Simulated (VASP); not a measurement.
# HgTe (Fm-3m) in VASP: settings compared, part 3 of 3

VASP 6.6.1. Earlier steps stand in the parts before.

### Step 5. Single point, HSE06

This run uses another cell than the first one, of 30.87 Å³/atom.

POSCAR

```
HgTe
1.0
    0.0000000000      3.1370217585      3.1370217585
    3.1370217585      0.0000000000      3.1370217585
    3.1370217585      3.1370217585      0.0000000000
Hg Te
1 1
Direct
    0.0000000000      0.0000000000      0.0000000000
    0.5000000000      0.5000000000      0.5000000000
```

INCAR.step1

```
SYSTEM = HgTe
PREC = Accurate
ENCUT = 520
EDIFF = 1E-5
ISMEAR = -1
SIGMA = 0.05
LREAL = .False.
LASPH = .True.
NELM = 60
ALGO = Normal
ISIF = 2
LWAVE = .True.
LCHARG = .False.
NBANDS = 16
GGA = PE
```

INCAR.step2

```
SYSTEM = HgTe
PREC = Accurate
ENCUT = 520
EDIFF = 1E-6
ISMEAR = -1
SIGMA = 0.05
LREAL = .False.
LASPH = .True.
NELM = 60
ALGO = Normal
ISIF = 2
LWAVE = .False.
LCHARG = .False.
GGA = PE
LHFCALC = .True.
HFSCREEN = 0.2079
PRECFOCK = Normal
NBANDS = 16
ISTART = 1
```

KPOINTS

```
regular mesh
0
Gamma
  4 4 4
  0 0 0
```

Potentials or basis: VASP PAW PBE potentials, release 64 (Hg, Te).

The run is started by

```sh
$ cat potpaw_PBE.64/Hg/POTCAR potpaw_PBE.64/Te/POTCAR > POTCAR
$ cp INCAR.step1 INCAR
$ mpirun -np 1 vasp_std > vasp.out
$ cp INCAR.step2 INCAR
$ mpirun -np 1 vasp_std > vasp.out
```

OUTCAR:

```text
SYSTEM = HgTe
   PREC = Accurate
   ENCUT = 520
   EDIFF = 1E-6
   ISMEAR = -1
   LREAL = .False.
   LASPH = .True.
   NELM = 60
   ISIF = 2
   GGA = PE
   LHFCALC = .True.
   HFSCREEN = 0.2079
   PRECFOCK = Normal
   ISTART = 1

 ion  position               nearest neighbor table
   1  0.000  0.000  0.000-   2 3.14   2 3.14   2 3.14   2 3.14   2 3.14   2 3.14
   2  0.500  0.500  0.500-   1 3.14   1 3.14   1 3.14   1 3.14   1 3.14   1 3.14

  LATTYP: Found a face centered cubic cell.
 ALAT       =     6.2740435170

  Lattice vectors:

 A1 = (   0.0000000000,   3.1370217585,   3.1370217585)
 A2 = (   3.1370217585,   0.0000000000,   3.1370217585)
 A3 = (   3.1370217585,   3.1370217585,   0.0000000000)

Analysis of symmetry for initial positions (statically):
=====================================================================
 Subroutine PRICEL returns:
 Original cell was already a primitive cell.

 Routine SETGRP: Setting up the symmetry group for a
 face centered cubic supercell.

 Subroutine GETGRP returns: Found 48 space group operations
 (whereof 48 operations were pure point group operations)
 out of a pool of 48 trial point group operations.

The static configuration has the point symmetry O_h .

Analysis of symmetry for dynamics (positions and initial velocities):
=====================================================================
 Subroutine PRICEL returns:
 Original cell was already a primitive cell.

 Routine SETGRP: Setting up the symmetry group for a
 face centered cubic supercell.

 Subroutine GETGRP returns: Found 48 space group operations
 (whereof 48 operations were pure point group operations)
 out of a pool of 48 trial point group operations.

The dynamic configuration has the point symmetry O_h .

 Subroutine INISYM returns: Found 48 space group operations
 (whereof 48 operations are pure point group operations),
 and found     1 'primitive' translations

----------------------------------------------------------------------------------------

                                     Primitive cell

  volume of cell :      61.7423

  direct lattice vectors                    reciprocal lattice vectors
     0.000000000  3.137021758  3.137021758    -0.159386845  0.159386845  0.159386845
     3.137021758  0.000000000  3.137021758     0.159386845 -0.159386845  0.159386845
     3.137021758  3.137021758  0.000000000     0.159386845  0.159386845 -0.159386845

  length of vectors
     4.436418716  4.436418716  4.436418716     0.276066113  0.276066113  0.276066113

  position of ions in fractional coordinates (direct lattice)
     0.000000000  0.000000000  0.000000000
     0.500000000  0.500000000  0.500000000

  ion indices of the primitive-cell ions
   primitive index   ion index
                 1           1
                 2           2

----------------------------------------------------------------------------------------

 KPOINTS: regular mesh

Automatic generation of k-mesh.
 Grid dimensions read from file:
 generate k-points for:    4    4    4
[... 22 lines left out ...]
  0.250000  0.000000  0.000000      8.000000
  0.500000  0.000000  0.000000      4.000000
  0.250000  0.250000  0.000000      6.000000
  0.500000  0.250000  0.000000     24.000000
 -0.250000  0.250000  0.000000     12.000000
  0.500000  0.500000  0.000000      3.000000
 -0.250000  0.500000  0.250000      6.000000
   k-points           NKPTS =      8   k-points in BZ     NKDIM =     64   number of bands    NBANDS=     16
   number of dos      NEDOS =    301   number of ions     NIONS =      2
   total plane-waves  NPLWV =  46656
   dimension x,y,z NGX =    36 NGY =   36 NGZ =   36
   dimension x,y,z NGXF=    72 NGYF=   72 NGZF=   72
   ions per type =               1   1
   NGX,Y,Z   is equivalent  to a cutoff of  13.49, 13.49, 13.49 a.u.
   NGXF,Y,Z  is equivalent  to a cutoff of  26.98, 26.98, 26.98 a.u.
 SYSTEM =  HgTe
   PREC   = accura    normal or accurate (medium, high low for compatibility)
   ISTART =      1    job   : 0-new  1-cont  2-samecut
   ICHARG =      0    charge: 1-file 2-atom 10-const
   ISPIN  =      1    spin polarized calculation?
   LNONCOLLINEAR =      F non collinear calculations
   LSORBIT =      F    spin-orbit coupling
   LASPH  =      T    aspherical Exc in radial PAW
   ENCUT  =  520.0 eV  38.22 Ry    6.18 a.u.   8.25  8.25  8.25*2*pi/ulx,y,z
   NELM   =     60;   NELMIN=  2; NELMDL=  0     # of ELM steps
   EDIFF  = 0.1E-05   stopping-criterion for ELM
   LREAL  =      F    real-space projection
   EDIFFG = 0.1E-04   stopping-criterion for IOM
   NSW    =      0    number of steps for IOM
   IBRION =     -1    ionic relax: 0-MD 1-quasi-New 2-CG
   NFREE  =      0    steps in history (QN), initial steepest desc. (CG)
   ISIF   =      2    stress and relaxation
   ISYM   =      3    0-nonsym 1-usesym 2-fastsym
   POTIM  = 0.5000    time-step for ionic-motion
   TEBEG  =    0.0;   TEEND  =   0.0 temperature during run
   PSTRESS=    0.0 pullay stress
   NELECT =      18.0000    total number of electrons
   NUPDOWN=      -1.0000    fix difference up-down
   EMIN   =  10.00;   EMAX   =-10.00  energy-range for DOS
   EFERMI =   0.00;   METHOD = LEGACY
   ISMEAR =    -1;   SIGMA  =   0.05  broadening in eV -4-tet -1-fermi 0-gaus
   EFERMI_NEDOS =   21; number of points for ismear=-14 and -15
   IALGO  =     38    algorithm
   IMIX   =      1    mixing-type and parameters
     AMIX     =   0.40;   BMIX     =  1.00
     AMIX_MAG =   1.60;   BMIX_MAG =  1.00
  volume/ion in A,a.u.               =      30.87       208.33
  Fermi-wavevector in a.u.,A,eV,Ry     =   1.085521  2.051337 16.032498  1.178355
  Thomas-Fermi vector in A             =   2.221636
   LORBIT       =      0    0 simple, 1 ext, 2 COOP (PROOUT), +10 PAW based schemes
   GGA     = PE    functional components
   LHFCALC =     T    Hartree Fock is set to
   PRECFOCK=normal    Normal, Fast or Accurate (Low or Medium for compatibility)
   ENCUT4O =  -1.0   cutoff for four orbital integrals eV
   NKREDX  =     1    reduce k-point grid by
   NKREDY  =     1    reduce k-point grid by
   NKREDZ  =     1    reduce k-point grid by
   AEXX    =    0.2500 exact exchange contribution
   HFSCREEN=    0.2079 screening length (either q_TF or 0.3 A-1)
   HFSCREENC=   0.2079 screening length for correlation (either q_TF or 0.3 A-1)
   ENCUTFOCK=  -1.0 apply spherical cutoff to Coloumb kernel
   IVDW    =     0    specifies the selected vdW correction
   LEPSILON=     F    determine dielectric tensor
   LRPA    =     F    only Hartree local field effects (RPA)
 non-spin polarized calculation
  energy-cutoff  :      520.00
  volume of cell :       61.74
 maximum number of plane-waves:      1687
 NGX is ok and might be reduce to    36
  NGX = 28; NGY = 28; NGZ = 28

 number of electron      18.0000002 magnetization

 Free energy of the ion-electron system (eV)
  ---------------------------------------------------
  ext. energy  EPLUGINS =         0.00000000
  ---------------------------------------------------
  free energy    TOTEN  =        -4.11955642 eV

  energy without entropy =       -4.10876214  energy(sigma->0) =       -4.11415928

 E-fermi :   3.3677     XC(G=0):  -7.8773

 val. band max:        3.3604041989   @ k =   0.5000   0.0000   0.0000
 cond. band min:       3.9659570159   @ k =   0.5000   0.2500   0.0000
 fundamental gap:      0.6055528170
 Fermi energy:         3.3676992793

 k-point     1 :       0.0000    0.0000    0.0000
  band No.  band energies     occupation
      1      -9.3835      2.00000
      2      -4.6019      2.00000
      3      -4.6019      2.00000
      4      -4.5452      2.00000
      5      -4.5452      2.00000
      6      -4.5452      2.00000
[... 129 lines left out ...]
      3      -4.5376      2.00000
      4      -4.5376      2.00000
      5      -4.3616      2.00000
      6      -3.9349      2.00000
[... 8 lines left out ...]
     15      14.3811      0.00000
     16      16.7714      0.00000

------------------------ aborting loop because EDIFF is reached ----------------------------------------

  FORCE on cell =-STRESS in cart. coord.  units (eV):
  Direction    XX          YY          ZZ          XY          YZ          ZX
  --------------------------------------------------------------------------------------
  -------------------------------------------------------------------------------------
  Total       -1.2133600     -1.2133600     -1.2133600     -0.0000000     -0.0000000      0.0000000
  in kB      -31.4860131    -31.4860131    -31.4860131     -0.0000000     -0.0000000      0.0000000
  external PRESSURE =     -31.4860131 kB  Pullay stress =       0.0000000 kB

 VOLUME and BASIS-vectors are now :
 -----------------------------------------------------------------------------
  energy-cutoff  :      520.00
  volume of cell :       61.74
      direct lattice vectors                 reciprocal lattice vectors
     0.000000000  3.137021758  3.137021758    -0.159386845  0.159386845  0.159386845
     3.137021758  0.000000000  3.137021758     0.159386845 -0.159386845  0.159386845
     3.137021758  3.137021758  0.000000000     0.159386845  0.159386845 -0.159386845

 POSITION                                       TOTAL-FORCE (eV/Angst)
 -----------------------------------------------------------------------------------
      0.00000      0.00000      0.00000        -0.000000      0.000000     -0.000000
      3.13702      3.13702      3.13702         0.000000     -0.000000      0.000000
 -----------------------------------------------------------------------------------
    total drift:                                0.000029     -0.000017     -0.000022

  FREE ENERGIE OF THE ION-ELECTRON SYSTEM (eV)
  ---------------------------------------------------
  free  energy   TOTEN  =        -4.1195564195 eV

  energy  without entropy=       -4.1087621364  energy(sigma->0) =       -4.11415928
```

Wall time 8.4 min (1 thread of Intel Xeon Platinum 8488C (Sapphire Rapids), shared host); peak memory 0.31 GiB.

What came out:

| Quantity | Value |
| --- | --- |
| Free energy | -4.1196 eV |
| Pressure | -3.1 GPa |
| Band gap on the k mesh | zero (bands 9 and 10 overlap by 2.33 eV) |

Caveat: the k points lie up to 0.43 Å⁻¹ apart, too coarse for converged energies and pressures of a metal; the PAW data sets were made with another functional, which shifts forces and pressure a little; spin-orbit coupling is left out, which moves the levels of the heavy elements.

### Step 6. Single point, HSE06

This run uses another cell than the first one, of 31.51 Å³/atom.

POSCAR

```
HgTe
1.0
    0.0000000000      3.1586570750      3.1586570750
    3.1586570750      0.0000000000      3.1586570750
    3.1586570750      3.1586570750      0.0000000000
Hg Te
1 1
Direct
    0.0000000000      0.0000000000      0.0000000000
    0.5000000000      0.5000000000      0.5000000000
```

INCAR.step1

```
PREC = Accurate ; ENCUT = 520
EDIFF = 1E-5 ; ISMEAR = -1
SIGMA = 0.05 ; LREAL = F
LASPH = T ; NELM = 100
ALGO = Normal ; ISIF = 2
LWAVE = T ; NBANDS = 16
GGA = PE
```

INCAR.step2

```
PREC = Accurate ; ENCUT = 520
EDIFF = 1E-7 ; ISMEAR = -1
SIGMA = 0.05 ; LREAL = F
LASPH = T ; NELM = 100
ALGO = Normal ; ISIF = 2
LWAVE = F ; LCHARG = T
GGA = PE ; LHFCALC = T
HFSCREEN = 0.2079 ; PRECFOCK = Normal
LELF = T ; LVHAR = T
NBANDS = 16 ; ISTART = 1
```

KPOINTS

```
regular mesh
0
Gamma
  4 4 4
```

Potentials or basis: VASP PAW PBE potentials, release 64 (Hg, Te).

The run is started by

```sh
$ cat potpaw_PBE.64/Hg/POTCAR potpaw_PBE.64/Te/POTCAR > POTCAR
$ cp INCAR.step1 INCAR
$ mpirun -np 1 vasp_std > vasp.out
$ cp INCAR.step2 INCAR
$ mpirun -np 1 vasp_std > vasp.out
```

It took 12 min on 1 thread of Intel Xeon Platinum 8488C (Sapphire Rapids), shared host; peak memory 0.32 GiB.

Results (log left out):

```yaml
Free_energy: -4.0921 eV
Pressure: -3.8 GPa
Band_gap_on_the_k_mesh: zero (bands 9 and 10 overlap by 2.23 eV)
```

Levels at points of the mesh, in eV from the Fermi level:
| k point | band 7 | band 8 | band 9 | band 10 | band 11 | band 12 |
| --- | --- | --- | --- | --- | --- | --- |
| (0.00, 0.00, 0.00) | -1.15 | -0.78 | -0.78 | -0.78 | 8.08 | 8.08 |
| (0.50, 0.00, 0.00) | -5.86 | -0.01 | -0.01 | 3.06 | 3.82 | 4.49 |
| (0.50, 0.50, 0.00) | -4.15 | -2.62 | -2.24 | -2.24 | 5.35 | 9.45 |

Caveat: the k points lie up to 0.43 Å⁻¹ apart, too coarse for converged energies and pressures of a metal; the PAW data sets were made with another functional, which shifts forces and pressure a little; spin-orbit coupling is left out, which moves the levels of the heavy elements.

### Step 7. Summary

| level | spin | cell | k mesh | cutoff (eV) | smearing | second try | screening parameter | gap on the mesh (eV) | pressure (GPa) |
| --- | --- | --- | --- | --- | --- | --- | --- | --- | --- |
| PBE0 | off | a = 4.497 Å, angles 60.0°, 2 atoms | 4 × 4 × 4 | 450 | fermi-dirac 0.05 eV | not_converged | - | none | -4.6 |
| PBE-based screened hybrid with 25 % exact exchange | non-collinear, zero start, SOC | a = 4.497 Å, angles 60.0°, 2 atoms | 5 × 5 × 5 | 400 | methfessel-paxton 0.025 eV | - | 0.3 1/Å | - | -5.0 |
| HSE06 | off | a = 4.405 Å, angles 60.0°, 2 atoms | 4 × 4 × 4 | 520 | fermi-dirac 0.05 eV | - | 0.2079 1/Å | none | -2.4 |
| HSE06 | off | a = 4.436 Å, angles 60.0°, 2 atoms | 4 × 4 × 4 | 520 | fermi-dirac 0.05 eV | - | 0.2079 1/Å | none | -3.1 |
| HSE06 | off | a = 4.467 Å, angles 60.0°, 2 atoms | 4 × 4 × 4 | 520 | fermi-dirac 0.05 eV | - | 0.2079 1/Å | none | -3.8 |

Alike in all rows: task single point; potentials or basis VASP PAW PBE potentials, release 64 (Hg, Te).

Caveats: some runs use coarse meshes; the PAW data sets were made with another functional, which shifts forces and pressure a little; spin-orbit coupling is left out, which moves the levels of the heavy elements (at least some runs); the cell stands under tension (at least some runs).

Absolute energies hang on the potentials; compare differences alone.

The gap in the log of VASP goes by the Fermi energy; the results here count the filled bands.